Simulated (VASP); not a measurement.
Input of a VASP 6.6.1 run:

The input INCAR:

```
SYSTEM = BaZnSbF
  ALGO = Normal
  EDIFF = 1E-6
  ENCUT = 520
  GGA = PE
  ISIF = 2
  ISMEAR = -1
  LASPH = .TRUE.
  LCHARG = .FALSE.
  LREAL = .FALSE.
  LWAVE = .FALSE.
  NBANDS = 44
  NELM = 80
  PREC = Accurate
  SIGMA = 0.05
```

The input KPOINTS:

```
k-points
0
G
  8 8 4
  0 0 0
```

The input POSCAR:

```
BaZnSbF
1.0
    4.4383500000      0.0000000000      0.0000000000
    0.0000000000      4.4383500000      0.0000000000
    0.0000000000      0.0000000000      9.7789100000
Ba Zn Sb F
2 2 2 2
Direct
    0.0000000000      0.5000000000      0.3492624463
    0.5000000000      0.0000000000      0.6507375537
    0.5000000000      0.5000000000      0.0000000000
    0.0000000000      0.0000000000      0.0000000000
    0.5000000000      0.0000000000      0.1676228088
    0.0000000000      0.5000000000      0.8323771912
    0.5000000000      0.5000000000      0.5000000000
    0.0000000000      0.0000000000      0.5000000000
```

Potentials or basis: VASP PAW PBE potentials, release 64 (Ba_sv, Zn, Sb, F).

Run with:

```console
$ cat potpaw_PBE.64/Ba_sv/POTCAR potpaw_PBE.64/Zn/POTCAR potpaw_PBE.64/Sb/POTCAR potpaw_PBE.64/F/POTCAR > POTCAR
$ mpirun -np 1 vasp_std > vasp.out
```

Question: Predict the largest force.

Answer: 0.109 eV/Å.

Question: What does it give for the band gap on the k mesh?

Answer: Zero (bands 34 and 35 overlap by 0.01 eV).

Forces in eV/Å, atoms in the order of the input:
```
Ba   0.000  0.000 -0.109
Ba   0.000  0.000  0.109
Zn   0.000  0.000  0.000
Zn   0.000  0.000  0.000
Sb   0.000  0.000 -0.003
Sb   0.000  0.000  0.003
F    0.000  0.000  0.000
F    0.000  0.000  0.000
```

Caveat: spin-orbit coupling is left out, which moves the levels of the heavy elements.
